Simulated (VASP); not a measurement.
A run of VASP 6.6.1 is set up as follows.

Contents of INCAR:

```
ALGO = Normal ; EDIFF = 1E-7
ENCUT = 520 ; GGA = PE
ISIF = 2 ; ISMEAR = 0
LASPH = True ; LCHARG = False
LREAL = False ; LWAVE = False
NBANDS = 24 ; NELM = 100
PREC = Accurate ; SIGMA = 0.1
```

KPOINTS

```
k-points
0
Gamma
  10 10 8
```

File POSCAR:

```
CaHfS2
1.0
    4.3952260418      0.0000000000      0.0000000000
    0.0000000000      4.3952260418      0.0000000000
    0.0000000000      0.0000000000      7.0438222606
Ca Hf S
1 1 2
Direct
    0.5000000000      0.5000000000      0.5000000000
    0.0000000000      0.0000000000      0.5000000000
    0.5000000000      0.5000000000      0.8584763573
    0.5000000000      0.5000000000      0.1415236427
```

Potentials or basis: VASP PAW PBE potentials, release 64 (Ca_sv, Hf_pv, S).

The run is started by

```bash
$ cat potpaw_PBE.64/Ca_sv/POTCAR potpaw_PBE.64/Hf_pv/POTCAR potpaw_PBE.64/S/POTCAR > POTCAR
$ mpirun -np 1 vasp_std > vasp.out
```

(1) Predict the pressure.

(2) Predict the band gap on the k mesh.

(3) Estimate the largest force.

Results:

(1) -0.2 GPa.

(2) zero (bands 16 and 17 overlap by 0.38 eV).

(3) 0.192 eV/Å.

Caveat: spin-orbit coupling is left out, which moves the levels of the heavy elements.
